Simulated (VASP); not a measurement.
Input of a VASP 6.6.1 run:

INCAR

```
SYSTEM = Co
ALGO     = Normal         ! electronic algorithm
EDIFF    = 1E-7           ! SCF threshold, eV
ENCUT    = 520            ! plane-wave cutoff, eV
GGA      = PE             ! functional
ISIF     = 2              ! what is computed and relaxed
ISMEAR   = -1             ! smearing method
ISPIN    = 2              ! spin polarisation
LASPH    = .TRUE.         ! aspherical terms in the spheres
LCHARG   = .FALSE.        ! write CHGCAR
LMAXMIX  = 4              ! l up to which the mixer works
LORBIT   = 11             ! projections on sites
LREAL    = .FALSE.        ! projectors in reciprocal space
LWAVE    = .FALSE.        ! write WAVECAR
MAGMOM   = 1.7            ! initial moments
NBANDS   = 14             ! bands
NELM     = 150            ! most SCF steps
PREC     = Accurate       ! precision mode
SIGMA    = 0.05           ! smearing width, eV
```

The input KPOINTS:

```
k-points
0
G
  17 17 17
  0 0 0
```

The input POSCAR:

```
Co
1.0
    2.2760172841      0.0000000000      0.0000000000
    0.0000000000      2.2760172841      0.0000000000
    0.0000000000      0.0000000000      2.2760172841
Co
1
Direct
    0.0000000000      0.0000000000      0.0000000000
```

Potentials or basis: VASP PAW PBE potentials, release 64 (Co).

Run with:

```console
$ cat potpaw_PBE.64/Co/POTCAR > POTCAR
$ mpirun -np 1 vasp_std > vasp.out
```

What does it give for the net moment?

1.73 μB per cell.

Estimate the pressure.

12.3 GPa.

What does it give for the site moments?

Co +1.73 μB.
